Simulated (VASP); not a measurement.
# Rh in VASP: further runs

The runs below take Rh through single point, with PBEsol, PBE.

Everything below comes from runs of VASP 6.6.1. Logs are shortened: lines on timing, memory, paths and dates and some standing lists are left out, and cuts for length are marked.

**1. The cell of the first run**

The cell holds a slab with vacuum, 9 atoms: a = 2.673 Å, b = 2.673 Å, c = 31.119 Å, α = 90.00°, β = 90.00°, γ = 90.00°.

**2. Single point, PBEsol**

The input, INCAR:

```
ALGO = Normal
DIPOL = 0.5 0.5 0.500
EDIFF = 1E-6
ENCUT = 400
GGA = PS
GGA_COMPAT = F
IDIPOL = 3
ISIF = 2
ISMEAR = 1
LASPH = T
LCHARG = F
LDIPOL = T
LREAL = F
LWAVE = F
NBANDS = 78
NELM = 120
NELMDL = -8
PREC = Accurate
SIGMA = 0.1
```

The input, KPOINTS:

```
k-points
0
Gamma
  12 12 1
```

The input, POSCAR:

```
Rh
1.0
    2.6726435090      0.0000000000      0.0000000000
    0.0000000000      2.6726435090      0.0000000000
    0.0000000000      0.0000000000     31.1187547920
Rh
9
Direct
    0.0000000000      0.0000000000      0.2570796953
    0.5000000000      0.5000000000      0.3178097715
    0.0000000000      0.0000000000      0.3785398476
    0.5000000000      0.5000000000      0.4392699238
    0.0000000000      0.0000000000      0.5000000000
    0.5000000000      0.5000000000      0.5607300762
    0.0000000000      0.0000000000      0.6214601524
    0.5000000000      0.5000000000      0.6821902285
    0.0000000000      0.0000000000      0.7429203047
```

Potentials or basis: VASP PAW PBE potentials, release 64 (Rh_pv).

Started as:

```
cat potpaw_PBE.64/Rh_pv/POTCAR > POTCAR
mpirun -np 1 vasp_std > vasp.out
```

OUTCAR:

```text
EDIFF = 1E-6
   ENCUT = 400
   GGA = PS
   ISIF = 2
   ISMEAR = 1
   LASPH = T
   LREAL = F
   NELM = 120
   NELMDL = -8
   PREC = Accurate

 ion  position               nearest neighbor table
   1  0.000  0.000  0.257-   2 2.67   2 2.67   2 2.67   2 2.67
   2  0.500  0.500  0.318-   3 2.67   3 2.67   3 2.67   3 2.67   1 2.67   1 2.67   1 2.67   1 2.67

   3  0.000  0.000  0.379-   2 2.67   2 2.67   2 2.67   2 2.67   4 2.67   4 2.67   4 2.67   4 2.67

   4  0.500  0.500  0.439-   3 2.67   3 2.67   3 2.67   3 2.67   5 2.67   5 2.67   5 2.67   5 2.67

   5  0.000  0.000  0.500-   4 2.67   6 2.67   4 2.67   6 2.67   4 2.67   6 2.67   4 2.67   6 2.67

   6  0.500  0.500  0.561-   7 2.67   7 2.67   7 2.67   7 2.67   5 2.67   5 2.67   5 2.67   5 2.67

   7  0.000  0.000  0.621-   8 2.67   8 2.67   8 2.67   8 2.67   6 2.67   6 2.67   6 2.67   6 2.67

   8  0.500  0.500  0.682-   7 2.67   7 2.67   7 2.67   7 2.67   9 2.67   9 2.67   9 2.67   9 2.67

   9  0.000  0.000  0.743-   8 2.67   8 2.67   8 2.67   8 2.67

  LATTYP: Found a simple tetragonal cell.
 ALAT       =     2.6726435090
 C/A-ratio  =    11.6434364281

  Lattice vectors:

 A1 = (   2.6726435090,   0.0000000000,   0.0000000000)
 A2 = (   0.0000000000,   2.6726435090,   0.0000000000)
 A3 = (   0.0000000000,   0.0000000000,  31.1187547920)

Analysis of symmetry for initial positions (statically):
=====================================================================
 Subroutine PRICEL returns:
 Original cell was already a primitive cell.

 Routine SETGRP: Setting up the symmetry group for a
 simple tetragonal supercell.

 Subroutine GETGRP returns: Found 16 space group operations
 (whereof 16 operations were pure point group operations)
 out of a pool of 16 trial point group operations.

The static configuration has the point symmetry D_4h.

Analysis of symmetry for dynamics (positions and initial velocities):
=====================================================================
 Subroutine PRICEL returns:
 Original cell was already a primitive cell.

 Routine SETGRP: Setting up the symmetry group for a
 simple tetragonal supercell.

 Subroutine GETGRP returns: Found 16 space group operations
 (whereof 16 operations were pure point group operations)
 out of a pool of 16 trial point group operations.

The dynamic configuration has the point symmetry D_4h.

 Subroutine INISYM returns: Found 16 space group operations
 (whereof 16 operations are pure point group operations),
 and found     1 'primitive' translations

----------------------------------------------------------------------------------------

                                     Primitive cell

  volume of cell :     222.2820

  direct lattice vectors                    reciprocal lattice vectors
     2.672643509  0.000000000  0.000000000     0.374161386  0.000000000  0.000000000
     0.000000000  2.672643509  0.000000000     0.000000000  0.374161386  0.000000000
     0.000000000  0.000000000 31.118754792     0.000000000  0.000000000  0.032134962

  length of vectors
     2.672643509  2.672643509 31.118754792     0.374161386  0.374161386  0.032134962

  position of ions in fractional coordinates (direct lattice)
     0.000000000  0.000000000  0.257079695
     0.500000000  0.500000000  0.317809772
     0.000000000  0.000000000  0.378539848
     0.500000000  0.500000000  0.439269924
     0.000000000  0.000000000  0.500000000
     0.500000000  0.500000000  0.560730076
     0.000000000  0.000000000  0.621460152
     0.500000000  0.500000000  0.682190228
     0.000000000  0.000000000  0.742920305

  ion indices of the primitive-cell ions
   primitive index   ion index
                 1           1
                 2           2
                 3           3
                 4           4
                 5           5
                 6           6
                 7           7
                 8           8
                 9           9

----------------------------------------------------------------------------------------

 KPOINTS: k-points

Automatic generation of k-mesh.
 Grid dimensions read from file:
 generate k-points for:   12   12    1

 Generating k-lattice:

  Cartesian coordinates                     Fractional coordinates (reciprocal lattice)
     0.031180116  0.000000000  0.000000000     0.083333333  0.000000000  0.000000000
     0.000000000  0.031180116  0.000000000     0.000000000  0.083333333  0.000000000
     0.000000000  0.000000000  0.032134962     0.000000000  0.000000000  1.000000000

  Length of vectors
     0.031180116  0.031180116  0.032134962

  Shift w.r.t. Gamma in fractional coordinates (k-lattice)
     0.000000000  0.000000000  0.000000000

 Subroutine IBZKPT returns following result:
 ===========================================

 Found     28 irreducible k-points:

 Following reciprocal coordinates:
            Coordinates               Weight
  0.000000  0.000000  0.000000      1.000000
  0.083333  0.000000  0.000000      4.000000
  0.166667  0.000000  0.000000      4.000000
  0.250000  0.000000  0.000000      4.000000
  0.333333  0.000000  0.000000      4.000000
  0.416667  0.000000  0.000000      4.000000
[... 16 lines left out ...]
  0.333333  0.333333  0.000000      4.000000
  0.416667  0.333333  0.000000      8.000000
 [... further k-points ...]
   k-points           NKPTS =     28   k-points in BZ     NKDIM =     28   number of bands    NBANDS=     78
   number of dos      NEDOS =    301   number of ions     NIONS =      9
   total plane-waves  NPLWV =  68040
   dimension x,y,z NGX =    18 NGY =   18 NGZ =  210
   dimension x,y,z NGXF=    36 NGYF=   36 NGZF=  420
   ions per type =               9
   NGX,Y,Z   is equivalent  to a cutoff of  11.20, 11.20, 11.22 a.u.
   NGXF,Y,Z  is equivalent  to a cutoff of  22.39, 22.39, 22.44 a.u.
 SYSTEM =  unknown system
   PREC   = accura    normal or accurate (medium, high low for compatibility)
   ISTART =      0    job   : 0-new  1-cont  2-samecut
   ICHARG =      2    charge: 1-file 2-atom 10-const
   ISPIN  =      1    spin polarized calculation?
   LNONCOLLINEAR =      F non collinear calculations
   LSORBIT =      F    spin-orbit coupling
   LASPH  =      T    aspherical Exc in radial PAW
   ENCUT  =  400.0 eV  29.40 Ry    5.42 a.u.   4.36  4.36 50.75*2*pi/ulx,y,z
   NELM   =    120;   NELMIN=  2; NELMDL= -8     # of ELM steps
   EDIFF  = 0.1E-05   stopping-criterion for ELM
   LREAL  =      F    real-space projection
   EDIFFG = 0.1E-04   stopping-criterion for IOM
   NSW    =      0    number of steps for IOM
   IBRION =     -1    ionic relax: 0-MD 1-quasi-New 2-CG
   NFREE  =      0    steps in history (QN), initial steepest desc. (CG)
   ISIF   =      2    stress and relaxation
   ISYM   =      2    0-nonsym 1-usesym 2-fastsym
   POTIM  = 0.5000    time-step for ionic-motion
   TEBEG  =    0.0;   TEEND  =   0.0 temperature during run
   PSTRESS=    0.0 pullay stress
   NELECT =     135.0000    total number of electrons
   NUPDOWN=      -1.0000    fix difference up-down
   EMIN   =  10.00;   EMAX   =-10.00  energy-range for DOS
   EFERMI =   0.00;   METHOD = LEGACY
   ISMEAR =     1;   SIGMA  =   0.10  broadening in eV -4-tet -1-fermi 0-gaus
   EFERMI_NEDOS =   21; number of points for ismear=-14 and -15
   IALGO  =     38    algorithm
   IMIX   =      4    mixing-type and parameters
     AMIX     =   0.40;   BMIX     =  1.00
     AMIX_MAG =   1.60;   BMIX_MAG =  1.00
  volume/ion in A,a.u.               =      24.70       166.67
  Fermi-wavevector in a.u.,A,eV,Ry     =   1.386388  2.619893 26.151357  1.922071
  Thomas-Fermi vector in A             =   2.510708
   LORBIT       =      0    0 simple, 1 ext, 2 COOP (PROOUT), +10 PAW based schemes
   GGA     = PS    functional components
   LHFCALC =     F    Hartree Fock is set to
   AEXX    =    0.0000 exact exchange contribution
   IVDW    =     0    specifies the selected vdW correction
   LEPSILON=     F    determine dielectric tensor
   LRPA    =     F    only Hartree local field effects (RPA)
 non-spin polarized calculation
 Methfessel and Paxton  Order N= 1 SIGMA  =   0.10
  energy-cutoff  :      400.00
  volume of cell :      222.28
 maximum number of plane-waves:      4076
 NGX is ok and might be reduce to    18
   NGX =  9   NGY =  9   NGZ =101

 dipolmoment           0.000000      0.000000      0.000000 electrons x Angstroem

 number of electron     134.9999954 magnetization

 dipolmoment           0.000000      0.000000     -0.000000 electrons x Angstroem

 Free energy of the ion-electron system (eV)
  ---------------------------------------------------
  ext. energy  EPLUGINS =         0.00000000
  ---------------------------------------------------
  free energy    TOTEN  =       -70.67156395 eV

  energy without entropy =      -70.67059737  energy(sigma->0) =      -70.67124176

 E-fermi :   4.2510     XC(G=0):  -8.4923

 val. band max:        4.2389955180   @ k =   0.5000   0.4167   0.0000
 cond. band min:       4.2526257820   @ k =   0.2500   0.2500   0.0000
 fundamental gap:      0.0136302640
 Fermi energy:         4.2509773558

 k-point     1 :       0.0000    0.0000    0.0000
  band No.  band energies     occupation
      1     -42.8515      2.00000
      2     -42.7870      2.00000
      3     -42.6733      2.00000
      4     -42.5325      2.00000
      5     -42.4059      2.00000
      6     -42.4059      2.00000
[... 70 lines left out ...]
     77       4.8838     -0.00000
     78       5.1749     -0.00000

 k-point     2 :       0.0833    0.0000    0.0000
  band No.  band energies     occupation
      1     -42.8388      2.00000
      2     -42.7812      2.00000
      3     -42.6783      2.00000
      4     -42.5518      2.00000
      5     -42.4362      2.00000
      6     -42.4275      2.00000
[... 1774 lines left out ...]
 k-point    24 :       0.4167    0.3333    0.0000
  band No.  band energies     occupation
      1     -42.7847      2.00000
      2     -42.7613      2.00000
      3     -42.7567      2.00000
      4     -42.7498      2.00000
      5     -42.7355      2.00000
      6     -42.7122      2.00000
[... 70 lines left out ...]
     77      10.0267      0.00000
     78      10.1328      0.00000

 [... further k-points ...]

------------------------ aborting loop because EDIFF is reached ----------------------------------------

 vacuum level on the upper side and lower side of the slab       (xc-potential included)        -0.170        -0.170

  FORCE on cell =-STRESS in cart. coord.  units (eV):
  Direction    XX          YY          ZZ          XY          YZ          ZX
  --------------------------------------------------------------------------------------
  -------------------------------------------------------------------------------------
  Total       -4.8918421     -4.8918421     -3.7976093      0.0000000      0.0000000      0.0000000
  in kB      -35.2597098    -35.2597098    -27.3726339      0.0000000      0.0000000      0.0000000
  external PRESSURE =     -32.6306845 kB  Pullay stress =       0.0000000 kB

 VOLUME and BASIS-vectors are now :
 -----------------------------------------------------------------------------
  energy-cutoff  :      400.00
  volume of cell :      222.28
      direct lattice vectors                 reciprocal lattice vectors
     2.672643509  0.000000000  0.000000000     0.374161386  0.000000000  0.000000000
     0.000000000  2.672643509  0.000000000     0.000000000  0.374161386  0.000000000
     0.000000000  0.000000000 31.118754792     0.000000000  0.000000000  0.032134962

 POSITION                                       TOTAL-FORCE (eV/Angst)
 -----------------------------------------------------------------------------------
      0.00000      0.00000      8.00000        -0.000000      0.000000      0.697024
      1.33632      1.33632      9.88984         0.000000      0.000000     -0.649803
      0.00000      0.00000     11.77969        -0.000000     -0.000000     -0.124147
      1.33632      1.33632     13.66953         0.000000      0.000000      0.143391
      0.00000      0.00000     15.55938         0.000000     -0.000000      0.000000
      1.33632      1.33632     17.44922        -0.000000     -0.000000     -0.143391
      0.00000      0.00000     19.33907         0.000000      0.000000      0.124147
      1.33632      1.33632     21.22891         0.000000     -0.000000      0.649803
      0.00000      0.00000     23.11875         0.000000      0.000000     -0.697024
 -----------------------------------------------------------------------------------
    total drift:                                0.000000      0.000000     -0.000000

  FREE ENERGIE OF THE ION-ELECTRON SYSTEM (eV)
  ---------------------------------------------------
  free  energy   TOTEN  =       -70.6715639478 eV

  energy  without entropy=      -70.6705973706  energy(sigma->0) =      -70.67124176

 vacuum level on the upper side and lower side of the slab         9.324         9.324
```

It took 13 min on 1 thread of Intel Xeon Platinum 8488C (Sapphire Rapids), shared host; peak memory 0.36 GiB.

What came out:

- Free energy: -70.6716 eV
- Largest force: 0.697 eV/Å
- Band gap on the k mesh: zero (an odd number of electrons rules out a gap without spin polarisation)

Forces on the atoms (eV/Å):
```
Rh   0.000  0.000  0.697
Rh   0.000  0.000 -0.650
Rh   0.000  0.000 -0.124
Rh   0.000  0.000  0.143
Rh   0.000  0.000  0.000
Rh   0.000  0.000 -0.143
Rh   0.000  0.000  0.124
Rh   0.000  0.000  0.650
Rh   0.000  0.000 -0.697
```

Caveat: the PAW data sets were made with another functional, which shifts forces and pressure a little.

**3. Single point, PBE**

This run uses another cell than the first one.

The input, INCAR:

```
PREC = Accurate
ENCUT = 400
EDIFF = 1E-6
ISMEAR = 1
SIGMA = 0.1
LREAL = False
LASPH = True
NELM = 120
ALGO = Normal
ISIF = 2
LWAVE = False
LCHARG = False
LDIPOL = True
IDIPOL = 3
DIPOL = 0.5 0.5 0.500
GGA = PE
NBANDS = 78
GGA_COMPAT = False
NELMDL = -8
```

The input, KPOINTS:

```
regular mesh
0
Gamma
  12 12 1
```

The input, POSCAR:

```
Rh
1.0
    2.7078945990      0.0000000000      0.0000000000
    0.0000000000      2.7078945990      0.0000000000
    0.0000000000      0.0000000000     31.3181650690
Rh
9
Direct
    0.0000000000      0.0000000000      0.2580174649
    0.5000000000      0.5000000000      0.3163772445
    0.0000000000      0.0000000000      0.3777264148
    0.5000000000      0.5000000000      0.4391264436
    0.0000000000      0.0000000000      0.5000000024
    0.5000000000      0.5000000000      0.5608735601
    0.0000000000      0.0000000000      0.6222735865
    0.5000000000      0.5000000000      0.6836227534
    0.0000000000      0.0000000000      0.7419825297
```

Potentials or basis: VASP PAW PBE potentials, release 64 (Rh_pv).

Started as:

```
cat potpaw_PBE.64/Rh_pv/POTCAR > POTCAR
mpirun -np 1 vasp_std > vasp.out
```

Wall time 12 min (1 thread of Intel Xeon Platinum 8488C (Sapphire Rapids), shared host); peak memory 0.36 GiB.

Results (log left out):

| Property | Result |
| --- | --- |
| Free energy | -63.1380 eV |
| Largest force | 0.015 eV/Å |
| Band gap on the k mesh | zero (an odd number of electrons rules out a gap without spin polarisation) |

Forces in eV/Å, atoms in the order of the input:
```
Rh   0.000  0.000 -0.004
Rh   0.000  0.000 -0.004
Rh   0.000  0.000 -0.006
Rh   0.000  0.000  0.015
Rh   0.000  0.000  0.000
Rh   0.000  0.000 -0.015
Rh   0.000  0.000  0.006
Rh   0.000  0.000  0.004
Rh   0.000  0.000  0.004
```

Levels at points of the mesh, in eV from the Fermi level:
| k point | band 66 | band 67 | band 68 | band 69 | band 70 | band 71 |
| --- | --- | --- | --- | --- | --- | --- |
| (0.00, 0.00, 0.00) | -0.52 | -0.45 | -0.15 | -0.03 | 0.12 | 0.12 |
| (0.50, 0.00, 0.00) | -0.09 | 0.06 | 0.28 | 0.41 | 0.43 | 0.49 |
| (0.50, 0.50, 0.00) | 0.93 | 0.94 | 0.94 | 0.98 | 0.98 | 1.38 |
